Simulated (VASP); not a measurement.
Input of a VASP 6.6.1 run:

The input INCAR:

```
  PREC = Accurate
  ENCUT = 520
  EDIFF = 1E-7
  ISMEAR = 0
  SIGMA = 0.1
  LREAL = F
  LASPH = T
  NELM = 100
  ALGO = Normal
  ISIF = 2
  LWAVE = F
  LCHARG = F
  GGA = PE
  NBANDS = 14
```

KPOINTS

```
Automatic mesh
0
Gamma
  6 6 6
```

POSCAR

```
Bi
1.0
   -1.9814305318      1.9814305318      1.9814305318
    1.9814305318     -1.9814305318      1.9814305318
    1.9814305318      1.9814305318     -1.9814305318
Bi
1
Direct
    0.0000000000      0.0000000000      0.0000000000
```

Potentials or basis: VASP PAW PBE potentials, release 64 (Bi_d).

Launch:

```sh
$ cat potpaw_PBE.64/Bi_d/POTCAR > POTCAR
$ mpirun -np 1 vasp_std > vasp.out
```

(1) Estimate the pressure.

## Answers

(1) 1.0 GPa.

Caveat: the k points lie up to 0.37 Å⁻¹ apart.
